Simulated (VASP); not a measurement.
Bi2Se3, 5 atoms in the cell. The structure is monoclinic, space group C2/m (No. 12). Conventional cell: a = 7.428 Å, b = 3.938 Å, c = 10.333 Å, α = 90.00°, β = 106.48°, γ = 90.00°. Within 4.0 Å of Bi (site symmetry m) lie 6 Se at 2.85 to 3.08 Å and 2 Bi at 3.94 Å. Se (site symmetry 2/m) has 6 Bi at 3.08 Å and 12 Se at 3.94 to 4.42 Å within 4.5 Å. Within 4.0 Å of Se (site symmetry m) lie 3 Bi at 2.85 to 2.90 Å and 5 Se at 3.63 to 3.94 Å.  This cell differs from its parent crystal: biaxial strain in the a-b plane: -6.0 %, then relaxed in part.

```yaml
Program: VASP 6.6.1
Task: single point
Functional: PBE
Potentials_or_basis: VASP PAW PBE potentials, release 64 (Bi_d, Se)
Cutoff: 520 eV
k_mesh: 6 × 6 × 6
Occupations: gaussian, width 0.02 eV
Spin: no spin polarisation
Dipole_correction: no
Further_INCAR_settings: ALGO = Normal; EDIFF = 1e-07; NBANDS = 32
```

Potentials or basis: VASP PAW PBE potentials, release 64 (Bi_d, Se).

Launch:

```console
$ cat potpaw_PBE.64/Bi_d/POTCAR potpaw_PBE.64/Se/POTCAR > POTCAR
$ mpirun -np 1 vasp_std > vasp.out
```

Hardware: 1 thread of Intel(R) Xeon(R) 6975P-C (Granite Rapids), with other jobs on the host.

Q: Estimate the wall time of this run.

A: It took 20 min on 1 thread of Intel(R) Xeon(R) 6975P-C (Granite Rapids) (shared host), peak memory 1.1 GiB. Counts: scf iterations 14, k points 68.
